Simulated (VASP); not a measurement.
A run of VASP 6.6.1:

The input POSCAR:

```
YZn2Ga3B6N10O2
1.0
    4.4616156875      2.6895903500     -0.0633834115
   -0.0608632937      5.3660330469      4.6310611171
    4.4452712803     -2.7798469414      4.6782341278
B N O Zn Ga Y
6 10 2 2 3 1
Direct
    0.3364675095      0.2006501314      0.8356175667
    0.0509792301      0.7993356665      0.2252572016
    0.7088399249      0.2908706311      0.5964935035
    0.6255363292     -0.0329791628      1.0768694642
    0.0904578887      0.6128182862      0.9068493754
    0.5838012371      0.0581535394      0.4301478886
    1.1306552356      0.3703477579     -0.0268787603
    0.9779481372      0.6819474730      0.7248025176
    0.9356310207     -0.0213338509      0.3562803904
    0.4703016391      0.8860768478      0.5243524323
    0.5063181276      0.1253506622      0.2312441941
    0.8344736348      0.4054329021      0.4284060371
    0.8878294039      0.7801201272      0.0896319383
    0.8653795676      0.1915336646      0.7385168014
    0.4439456416      1.0030216155      0.9415465606
    0.4551264049      0.2340690671      0.6056941215
    0.3935940356      0.6020382993      0.8484436782
    0.2962389013      0.6380444055      0.2414626590
    0.1157448764      0.4499808055      0.5436139766
    0.6093411610      0.6628814697      0.3406137630
    0.1099479047      0.2057256443      0.2327481013
    0.0638892531      0.9298189855      0.6057680894
    0.5723019355      0.7927254352      0.7588438519
    0.6476256582      0.3759213129      0.0145240350
```

File INCAR.step1:

```
SYSTEM = YZn2Ga3B6N10O2
ALGO = Normal ; EDIFF = 1E-4
ENCUT = 520 ; GGA = PE
ISMEAR = 0 ; ISYM = 0
LASPH = .TRUE. ; LCHARG = .FALSE.
LREAL = Auto ; LWAVE = .TRUE.
NBANDS = 95 ; NELM = 60
PREC = Accurate ; SIGMA = 0.1
```

Contents of INCAR.step2:

```
SYSTEM = YZn2Ga3B6N10O2
ALGO = Normal ; EDIFF = 1E-7
ENCUT = 520 ; ISIF = 2
ISMEAR = 0 ; ISTART = 1
ISYM = 0 ; LASPH = .TRUE.
LCHARG = .FALSE. ; LMIXTAU = .TRUE.
LREAL = Auto ; LWAVE = .FALSE.
METAGGA = R2SCAN ; NBANDS = 95
NELM = 60 ; PREC = Accurate
SIGMA = 0.1
```

Contents of KPOINTS:

```
Automatic mesh
0
Gamma
  2 2 2
  0.5 0.5 0.5
```

Potentials or basis: VASP PAW PBE potentials, release 64 (B, N, O, Zn, Ga_d, Y_sv).

Run with:

```sh
$ cat potpaw_PBE.64/B/POTCAR potpaw_PBE.64/N/POTCAR potpaw_PBE.64/O/POTCAR potpaw_PBE.64/Zn/POTCAR potpaw_PBE.64/Ga_d/POTCAR potpaw_PBE.64/Y_sv/POTCAR > POTCAR
$ cp INCAR.step1 INCAR
$ mpirun -np 1 vasp_std > vasp.out
$ cp INCAR.step2 INCAR
$ mpirun -np 1 vasp_std > vasp.out
```

Hardware: 1 thread of Oxide Virtual Turin-like Processor, with other jobs on the host.

Q: How long does it take, and how much memory?

A: Run time: 14 min on 1 thread of Oxide Virtual Turin-like Processor, with other jobs on the host, peak memory 0.39 GiB. Counts: k points 4.
